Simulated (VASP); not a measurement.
**Te: relaxation of cell and atoms with PBEsol**

The system is Te.

```
Te
1.0
     0.00000    2.11048    3.76847
     2.08693    0.00000    3.76847
     2.08693    2.11048    0.00000
Te
1
Direct
  0.00000 0.00000 0.00000
```

```
Program                : VASP 6.6.1
Task                   : relaxation of cell and atoms
Functional             : PBEsol
Potentials or basis    : VASP PAW PBE potentials, release 64 (Te)
Cutoff                 : 600 eV
k mesh                 : 20 × 20 × 20
Occupations            : gaussian, width 0.1 eV
Spin                   : no spin polarisation
Dipole correction      : no
Further INCAR settings : ALGO = Normal; EDIFF = 1e-07; IBRION = 2; EDIFFG = -0.01; NSW = 100; ISIF = 3
```

```
Relaxed volume                        : 33.95 Å³/atom
Relaxed cell                          : a = 4.391 Å, b = 4.384 Å, c = 2.969 Å, α = 70.35°, β = 70.10°, γ = 39.55°
Space group after relaxing (to 0.1 Å) : I4/mmm (No. 139)
Energy gained by relaxing             : 0.9 meV/atom
Ionic steps                           : 9
Pressure after relaxing               : 0.0 GPa
Band gap on the k mesh                : zero (bands 3 and 4 overlap by 5.36 eV)
```

Step by step:
```
step  energy change (eV)  largest force (eV/Å)  pressure (GPa)  volume (Å³)
   1              0.0000                0.0000            0.18        33.20
   2             -0.0003                0.0000            0.05        33.38
   3             -0.0005                0.0000           -0.21        33.74
   4             -0.0007                0.0000           -0.14        33.77
   5             -0.0008                0.0000           -0.02        33.83
   6             -0.0007                0.0000            0.22        33.94
   7             -0.0009                0.0000            0.04        33.86
   8             -0.0009                0.0000            0.03        33.88
   9             -0.0009                0.0000           -0.01        33.95
```

Final structure:
```
CELL_PARAMETERS angstrom
0.00000 2.10610 3.85275
2.09212 0.00000 3.85275
2.09212 2.10610 0.00000
ATOMIC_POSITIONS crystal
Te 0.00000 0.00000 0.00000
```

Levels at points of the mesh, in eV from the Fermi level:
```tsv
k point	band 1	band 2	band 3	band 4	band 5	band 6
(0.00, 0.00, 0.00)	-13.54	-1.71	3.59	3.62	3.77	8.07
(0.50, 0.00, 0.00)	-10.72	-5.95	-1.05	3.99	5.50	10.86
(0.50, 0.50, 0.00)	-13.12	-4.71	3.24	3.27	7.53	8.92
(0.50, 0.00, 0.50)	-7.88	-4.09	-3.62	1.07	3.01	5.98
(0.00, 0.50, 0.50)	-7.87	-4.00	-3.71	1.02	3.00	5.88
```

Wall time 39 min on 1 thread of Intel Xeon 8259CL, on a shared host, peak memory 0.48 GiB.

Caveat: the PAW data sets were made with another functional, which shifts forces and pressure a little; spin-orbit coupling is left out, which moves the levels of the heavy elements.
